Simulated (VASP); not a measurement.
**NaCl: single point with PBE**

NaCl:

```
CELL_PARAMETERS angstrom
3.65149 -0.01751 -0.00126
-0.01751 3.63338 -0.01734
-0.00126 -0.01734 3.65751
ATOMIC_POSITIONS crystal
Na 0.00706 0.00357 0.00328
Cl 0.49294 0.49643 0.49672
```

This cell differs from its parent crystal: atoms moved at random and the cell strained at random.

* Program: VASP 6.6.1
* Task: single point
* Functional: PBE
* Potentials or basis: VASP PAW PBE potentials, release 64 (Na_pv, Cl)
* Cutoff: 520 eV
* k mesh: 6 × 6 × 6
* Occupations: gaussian, width 0.02 eV
* Spin: no spin polarisation
* Dipole correction: no
* Further INCAR settings: ALGO = Normal; EDIFF = 1e-06; NBANDS = 14

```
Pressure               : -2.3 GPa
Largest force          : 0.004 eV/Å
Band gap on the k mesh : 3.59 eV, indirect (least direct gap 3.98 eV)
```

Forces in eV/Å, atoms in the order of the input:
```
Na   0.004  0.000  0.001
Cl  -0.004  0.000 -0.001
```

Stress tensor (GPa, compression positive):
```
-2.39 -0.04  0.01
-0.04 -2.09 -0.05
 0.01 -0.05 -2.50
```

Levels at points of the mesh, in eV from the valence-band top:
| k point | band 5 | band 6 | band 7 | band 8 | band 9 | band 10 |
| --- | --- | --- | --- | --- | --- | --- |
| (0.00, 0.00, 0.00) | -0.44 | -0.43 | -0.39 | 3.59 | 8.62 | 8.67 |
| (0.50, 0.00, 0.00) | -2.46 | -0.25 | -0.20 | 6.54 | 7.74 | 10.49 |
| (0.00, 0.50, 0.00) | -2.46 | -0.24 | -0.22 | 6.52 | 7.77 | 10.49 |
| (0.50, 0.50, 0.00) | -1.89 | -1.87 | -0.03 | 5.51 | 9.56 | 10.16 |
| (0.00, 0.00, 0.50) | -2.46 | -0.24 | -0.20 | 6.54 | 7.73 | 10.50 |
| (0.50, 0.00, 0.50) | -1.89 | -1.89 | 0.00 | 5.47 | 9.62 | 10.22 |
| (0.00, 0.50, 0.50) | -1.90 | -1.87 | -0.02 | 5.50 | 9.58 | 10.16 |
| (0.50, 0.50, 0.50) | -1.54 | -1.52 | -1.52 | 7.01 | 7.07 | 7.13 |

It took 33 s on 1 thread of Intel(R) Xeon(R) 6975P-C (Granite Rapids), on a shared host, peak memory 0.19 GiB.

Caveat: the cell differs from its parent crystal (atoms moved at random and the cell strained at random). A k mesh can miss the band edges.
